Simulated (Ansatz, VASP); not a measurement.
AlN: VASP beside Ansatz

INCAR

```
SYSTEM = AlN
PREC     = Accurate       ! precision mode
ENCUT    = 520            ! plane-wave cutoff, eV
EDIFF    = 1E-8           ! SCF threshold, eV
ISMEAR   = -1             ! smearing method
SIGMA    = 0.02           ! smearing width, eV
LREAL    = .False.        ! projectors in reciprocal space
LASPH    = .True.         ! aspherical terms in the spheres
NELM     = 60             ! most SCF steps
ALGO     = Normal         ! electronic algorithm
ISIF     = 2              ! what is computed and relaxed
LWAVE    = .False.        ! write WAVECAR
LCHARG   = .False.        ! write CHGCAR
GGA      = CA             ! functional
LEFG     = .True.       
NBANDS   = 11             ! bands
```

KPOINTS

```
regular mesh
0
Gamma
  10 10 10
  0 0 0
```

POSCAR

```
AlN
1.0
    0.0395600000      1.9977800000      1.9977800000
    1.9977800000      0.0395600000      1.9977800000
    1.9977800000      1.9977800000      0.0395600000
Al N
1 1
Direct
    0.0000000000      0.0000000000      0.0000000000
    0.5000000000      0.5000000000      0.5000000000
```

Input for Ansatz:

```yaml
crystal:
  lattice:
    - [0.03956, 1.99778, 1.99778]
    - [1.99778, 0.03956, 1.99778]
    - [1.99778, 1.99778, 0.03956]
  atoms:
    - { symbol: Al, position: [0.0, 0.0, 0.0] }
    - { symbol: "N", position: [0.5, 0.5, 0.5] }
kpoints:
  mp_grid: { grid: [10, 10, 10] }
scf:
  occupations: { method: fermi_dirac, width: 0.02 }
hamiltonian:
  xc: lda
  pseudopotentials: { kind: all_electron, datasets: crystal }
output:
  forces: true
  stress: true
  eigenvalues: true
  efg: { contact_densities: true }
```

Change from the starting cell: equal xy, yz and zx shear strains of +2 %, crystal datasets.

Alike in both runs: task electric field gradients; functional LDA; k mesh 10 × 10 × 10; occupations fermi-dirac, width 0.02 eV; no spin polarisation.

|  | VASP | Ansatz |
| --- | --- | --- |
| version | VASP 6.6.1 | Ansatz 0.2.0 |
| potentials or method | VASP PAW LDA potentials, release 64 (Al, N), cutoff 520 eV | all-electron PAW with datasets made for the crystal, scalar-relativistic |

Ansatz gave:

* gap on the k mesh at the Fermi level (eV): 4.61
* pressure (GPa): 12.6
* traceless stress, the component that is largest in VASP (GPa): -7.09
* size of Vzz on the site where it differs most (V/Å²): 1.4

Q: What did VASP give for the same quantities?

A: gap on the k mesh at the Fermi level (eV): 4.60; pressure (GPa): 13.4; traceless stress, the component that is largest in VASP (GPa): -7.09; size of Vzz on the site where it differs most (V/Å²): 0.6.

LDA's correlation is that of Perdew and Zunger in VASP and of Perdew and Wang (1992) in Ansatz. Ansatz ran all-electron here, and VASP with PAW potentials.
